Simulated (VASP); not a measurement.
# MgO (Fm-3m) in VASP: notebook

MgO is run at these levels: PBE; tasks: single point.

Everything below comes from runs of VASP 6.6.1. Logs are shortened: lines on timing, memory, paths and dates and some standing lists are left out, and cuts for length are marked.

**The experiment to reproduce.**

“Electronic structure of alkaline earth and post-transition metal oxides”, 2009, arxiv:0908.1581 quotes, for a bulk crystal of MgO: band gap 7.83 eV.

The results are compared with them further down.

### 1 The cell of the first run

Symmetry: Fm-3m, No. 225, cubic system. Conventional cell: a = 4.218 Å, b = 4.218 Å, c = 4.218 Å, α = 90.00°, β = 90.00°, γ = 90.00°. Mg (site symmetry m-3m) has 6 O at 2.11 Å within 2.8 Å. O (site symmetry m-3m) has 6 Mg at 2.11 Å within 2.8 Å.

### 2 Single point, PBE

INCAR

```
PREC = Accurate ; ENCUT = 600
EDIFF = 1E-6 ; ISMEAR = -1
SIGMA = 0.05 ; LREAL = F
LASPH = T ; NELM = 120
ALGO = Normal ; ISIF = 2
LWAVE = F ; LCHARG = F
GGA = PE ; NBANDS = 11
GGA_COMPAT = F
```

KPOINTS

```
regular mesh
0
Gamma
  8 8 8
```

POSCAR

```
MgO
1.0
    0.0000000000      2.1090500000      2.1090500000
    2.1090500000      0.0000000000      2.1090500000
    2.1090500000      2.1090500000      0.0000000000
Mg O
1 1
Direct
    0.0000000000      0.0000000000      0.0000000000
    0.5000000000      0.5000000000      0.5000000000
```

Potentials or basis: VASP PAW PBE potentials, release 64 (Mg, O).

The run is started by

```
> cat potpaw_PBE.64/Mg/POTCAR potpaw_PBE.64/O/POTCAR > POTCAR
> mpirun -np 1 vasp_std > vasp.out
```

OUTCAR:

```text
PREC = Accurate
   ENCUT = 600
   EDIFF = 1E-6
   ISMEAR = -1
   LREAL = F
   LASPH = T
   NELM = 120
   ISIF = 2
   GGA = PE

 ion  position               nearest neighbor table
   1  0.000  0.000  0.000-   2 2.11   2 2.11   2 2.11   2 2.11   2 2.11   2 2.11
   2  0.500  0.500  0.500-   1 2.11   1 2.11   1 2.11   1 2.11   1 2.11   1 2.11

  LATTYP: Found a face centered cubic cell.
 ALAT       =     4.2181000000

  Lattice vectors:

 A1 = (   0.0000000000,   2.1090500000,   2.1090500000)
 A2 = (   2.1090500000,   0.0000000000,   2.1090500000)
 A3 = (   2.1090500000,   2.1090500000,   0.0000000000)

Analysis of symmetry for initial positions (statically):
=====================================================================
 Subroutine PRICEL returns:
 Original cell was already a primitive cell.

 Routine SETGRP: Setting up the symmetry group for a
 face centered cubic supercell.

 Subroutine GETGRP returns: Found 48 space group operations
 (whereof 48 operations were pure point group operations)
 out of a pool of 48 trial point group operations.

The static configuration has the point symmetry O_h .

Analysis of symmetry for dynamics (positions and initial velocities):
=====================================================================
 Subroutine PRICEL returns:
 Original cell was already a primitive cell.

 Routine SETGRP: Setting up the symmetry group for a
 face centered cubic supercell.

 Subroutine GETGRP returns: Found 48 space group operations
 (whereof 48 operations were pure point group operations)
 out of a pool of 48 trial point group operations.

The dynamic configuration has the point symmetry O_h .

 Subroutine INISYM returns: Found 48 space group operations
 (whereof 48 operations are pure point group operations),
 and found     1 'primitive' translations

----------------------------------------------------------------------------------------

                                     Primitive cell

  volume of cell :      18.7625

  direct lattice vectors                    reciprocal lattice vectors
     0.000000000  2.109050000  2.109050000    -0.237073564  0.237073564  0.237073564
     2.109050000  0.000000000  2.109050000     0.237073564 -0.237073564  0.237073564
     2.109050000  2.109050000  0.000000000     0.237073564  0.237073564 -0.237073564

  length of vectors
     2.982647114  2.982647114  2.982647114     0.410623458  0.410623458  0.410623458

  position of ions in fractional coordinates (direct lattice)
     0.000000000  0.000000000  0.000000000
     0.500000000  0.500000000  0.500000000

  ion indices of the primitive-cell ions
   primitive index   ion index
                 1           1
                 2           2

----------------------------------------------------------------------------------------

 KPOINTS: regular mesh

Automatic generation of k-mesh.
 Grid dimensions read from file:
 generate k-points for:    8    8    8

 Generating k-lattice:

  Cartesian coordinates                     Fractional coordinates (reciprocal lattice)
    -0.029634195  0.029634195  0.029634195     0.125000000  0.000000000  0.000000000
     0.029634195 -0.029634195  0.029634195     0.000000000  0.125000000  0.000000000
     0.029634195  0.029634195 -0.029634195     0.000000000  0.000000000  0.125000000

  Length of vectors
     0.051327932  0.051327932  0.051327932

  Shift w.r.t. Gamma in fractional coordinates (k-lattice)
     0.000000000  0.000000000  0.000000000

 Subroutine IBZKPT returns following result:
 ===========================================

 Found     29 irreducible k-points:

 Following reciprocal coordinates:
            Coordinates               Weight
  0.000000  0.000000  0.000000      1.000000
  0.125000  0.000000  0.000000      8.000000
  0.250000  0.000000  0.000000      8.000000
  0.375000  0.000000  0.000000      8.000000
  0.500000  0.000000  0.000000      4.000000
  0.125000  0.125000  0.000000      6.000000
[... 16 lines left out ...]
  0.500000  0.250000  0.125000     48.000000
 -0.375000  0.250000  0.125000     24.000000
 [... further k-points ...]
   k-points           NKPTS =     29   k-points in BZ     NKDIM =     29   number of bands    NBANDS=     11
   number of dos      NEDOS =    301   number of ions     NIONS =      2
   total plane-waves  NPLWV =  13824
   dimension x,y,z NGX =    24 NGY =   24 NGZ =   24
   dimension x,y,z NGXF=    48 NGYF=   48 NGZF=   48
   ions per type =               1   1
   NGX,Y,Z   is equivalent  to a cutoff of  13.38, 13.38, 13.38 a.u.
   NGXF,Y,Z  is equivalent  to a cutoff of  26.75, 26.75, 26.75 a.u.
 SYSTEM =  unknown system
   PREC   = accura    normal or accurate (medium, high low for compatibility)
   ISTART =      0    job   : 0-new  1-cont  2-samecut
   ICHARG =      2    charge: 1-file 2-atom 10-const
   ISPIN  =      1    spin polarized calculation?
   LNONCOLLINEAR =      F non collinear calculations
   LSORBIT =      F    spin-orbit coupling
   LASPH  =      T    aspherical Exc in radial PAW
   ENCUT  =  600.0 eV  44.10 Ry    6.64 a.u.   5.96  5.96  5.96*2*pi/ulx,y,z
   NELM   =    120;   NELMIN=  2; NELMDL= -5     # of ELM steps
   EDIFF  = 0.1E-05   stopping-criterion for ELM
   LREAL  =      F    real-space projection
   EDIFFG = 0.1E-04   stopping-criterion for IOM
   NSW    =      0    number of steps for IOM
   IBRION =     -1    ionic relax: 0-MD 1-quasi-New 2-CG
   NFREE  =      0    steps in history (QN), initial steepest desc. (CG)
   ISIF   =      2    stress and relaxation
   ISYM   =      2    0-nonsym 1-usesym 2-fastsym
   POTIM  = 0.5000    time-step for ionic-motion
   TEBEG  =    0.0;   TEEND  =   0.0 temperature during run
   PSTRESS=    0.0 pullay stress
   NELECT =       8.0000    total number of electrons
   NUPDOWN=      -1.0000    fix difference up-down
   EMIN   =  10.00;   EMAX   =-10.00  energy-range for DOS
   EFERMI =   0.00;   METHOD = LEGACY
   ISMEAR =    -1;   SIGMA  =   0.05  broadening in eV -4-tet -1-fermi 0-gaus
   EFERMI_NEDOS =   21; number of points for ismear=-14 and -15
   IALGO  =     38    algorithm
   IMIX   =      4    mixing-type and parameters
     AMIX     =   0.40;   BMIX     =  1.00
     AMIX_MAG =   1.60;   BMIX_MAG =  1.00
  volume/ion in A,a.u.               =       9.38        63.31
  Fermi-wavevector in a.u.,A,eV,Ry     =   1.232181  2.328485 20.657328  1.518271
  Thomas-Fermi vector in A             =   2.366962
   LORBIT       =      0    0 simple, 1 ext, 2 COOP (PROOUT), +10 PAW based schemes
   GGA     = PE    functional components
   LHFCALC =     F    Hartree Fock is set to
   AEXX    =    0.0000 exact exchange contribution
   IVDW    =     0    specifies the selected vdW correction
   LEPSILON=     F    determine dielectric tensor
   LRPA    =     F    only Hartree local field effects (RPA)
 non-spin polarized calculation
  energy-cutoff  :      600.00
  volume of cell :       18.76
 maximum number of plane-waves:       638
   NGX = 11   NGY = 11   NGZ = 11

 number of electron       8.0000005 magnetization

 Free energy of the ion-electron system (eV)
  ---------------------------------------------------
  ext. energy  EPLUGINS =         0.00000000
  ---------------------------------------------------
  free energy    TOTEN  =       -11.91083239 eV

  energy without entropy =      -11.91083239  energy(sigma->0) =      -11.91083239

 E-fermi :   4.1287     XC(G=0): -11.0579

 val. band max:        3.1528751201   @ k =   0.0000   0.0000   0.0000
 cond. band min:       7.8388310394   @ k =   0.0000   0.0000   0.0000
 fundamental gap:      4.6859559193
 Fermi energy:         4.1286646879

 k-point     1 :       0.0000    0.0000    0.0000
  band No.  band energies     occupation
      1     -14.0877      2.00000
      2       3.1529      2.00000
      3       3.1529      2.00000
      4       3.1529      2.00000
      5       7.8388      0.00000
      6      18.9307      0.00000
      7      18.9307      0.00000
      8      18.9307      0.00000
      9      22.8349      0.00000
     10      24.6054      0.00000
     11      24.6054      0.00000

 k-point     2 :       0.1250    0.0000    0.0000
  band No.  band energies     occupation
      1     -13.9258      2.00000
      2       2.2004      2.00000
      3       3.0505      2.00000
      4       3.0505      2.00000
      5       8.7535      0.00000
      6      17.2525      0.00000
      7      19.2869      0.00000
      8      19.2869      0.00000
      9      23.6306      0.00000
     10      23.6306      0.00000
     11      24.9813      0.00000

 k-point     3 :       0.2500    0.0000    0.0000
  band No.  band energies     occupation
      1     -13.5054      2.00000
      2       0.5026      2.00000
      3       2.8149      2.00000
      4       2.8149      2.00000
      5      10.2025      0.00000
      6      15.7017      0.00000
      7      19.7723      0.00000
      8      19.7723      0.00000
      9      23.2411      0.00000
     10      23.2411      0.00000
     11      25.0750      0.00000

 k-point     4 :       0.3750    0.0000    0.0000
  band No.  band energies     occupation
      1     -13.0316      2.00000
      2      -0.8978      2.00000
      3       2.5931      2.00000
      4       2.5931      2.00000
      5      10.9244      0.00000
      6      15.4900      0.00000
      7      19.5917      0.00000
      8      19.5917      0.00000
      9      24.2893      0.00000
     10      24.5521      0.00000
     11      24.5521      0.00000

 k-point     5 :       0.5000    0.0000    0.0000
  band No.  band energies     occupation
      1     -12.8152      2.00000
      2      -1.4445      2.00000
      3       2.5047      2.00000
      4       2.5047      2.00000
      5      11.0239      0.00000
      6      15.7097      0.00000
      7      19.4214      0.00000
      8      19.4214      0.00000
      9      23.9810      0.00000
     10      25.6007      0.00000
     11      25.6007      0.00000
[... 211 lines left out ...]
 k-point    21 :       0.5000    0.5000    0.0000
  band No.  band energies     occupation
      1     -12.5584      2.00000
      2      -0.9132      2.00000
      3       1.8108      2.00000
      4       1.8108      2.00000
      5      12.2697      0.00000
      6      13.0775      0.00000
      7      16.2060      0.00000
      8      22.0598      0.00000
      9      22.0598      0.00000
     10      28.3787      0.00000
     11      29.9408      0.00000

 k-point    22 :       0.3750    0.2500    0.1250
  band No.  band energies     occupation
      1     -13.2042      2.00000
      2       0.1479      2.00000
      3       2.0074      2.00000
      4       2.5420      2.00000
      5      11.6032      0.00000
      6      14.6242      0.00000
      7      18.1869      0.00000
      8      20.6500      0.00000
      9      21.2265      0.00000
     10      25.5436      0.00000
     11      28.9068      0.00000

 k-point    23 :       0.5000    0.2500    0.1250
  band No.  band energies     occupation
      1     -12.8312      2.00000
      2      -0.5382      2.00000
      3       1.4351      2.00000
      4       2.2911      2.00000
      5      12.6123      0.00000
      6      14.7776      0.00000
      7      17.0274      0.00000
      8      20.2457      0.00000
      9      22.7921      0.00000
     10      25.5055      0.00000
     11      29.1061      0.00000

 k-point    24 :      -0.3750    0.2500    0.1250
  band No.  band energies     occupation
      1     -12.6655      2.00000
      2      -0.8298      2.00000
      3       1.2284      2.00000
      4       2.1723      2.00000
      5      12.7957      0.00000
      6      15.3107      0.00000
      7      16.5993      0.00000
      8      19.9997      0.00000
      9      23.6302      0.00000
     10      25.1741      0.00000
     11      29.2460      0.00000

 [... further k-points ...]
[... 5 lines left out ...]
  --------------------------------------------------------------------------------------
  -------------------------------------------------------------------------------------
  Total        0.3488538      0.3488538      0.3488538      0.0000000      0.0000000     -0.0000000
  in kB       29.7895181     29.7895181     29.7895181      0.0000000      0.0000000     -0.0000000
  external PRESSURE =      29.7895181 kB  Pullay stress =       0.0000000 kB

 VOLUME and BASIS-vectors are now :
 -----------------------------------------------------------------------------
  energy-cutoff  :      600.00
  volume of cell :       18.76
      direct lattice vectors                 reciprocal lattice vectors
     0.000000000  2.109050000  2.109050000    -0.237073564  0.237073564  0.237073564
     2.109050000  0.000000000  2.109050000     0.237073564 -0.237073564  0.237073564
     2.109050000  2.109050000  0.000000000     0.237073564  0.237073564 -0.237073564

 POSITION                                       TOTAL-FORCE (eV/Angst)
 -----------------------------------------------------------------------------------
      0.00000      0.00000      0.00000        -0.000000     -0.000000      0.000000
      2.10905      2.10905      2.10905         0.000000      0.000000      0.000000
 -----------------------------------------------------------------------------------
    total drift:                               -0.000000     -0.000000      0.000000

  FREE ENERGIE OF THE ION-ELECTRON SYSTEM (eV)
  ---------------------------------------------------
  free  energy   TOTEN  =       -11.9108323891 eV

  energy  without entropy=      -11.9108323890  energy(sigma->0) =      -11.91083239
```

It took 2.9 s on 1 thread of Intel Xeon 6975P-C (Granite Rapids), shared host; peak memory 0.13 GiB.

What came out:

```
Free energy            : -11.9108 eV
Pressure               : 3.0 GPa
Band gap on the k mesh : 4.69 eV, direct
```

(Part 1 of 3 ends here.)
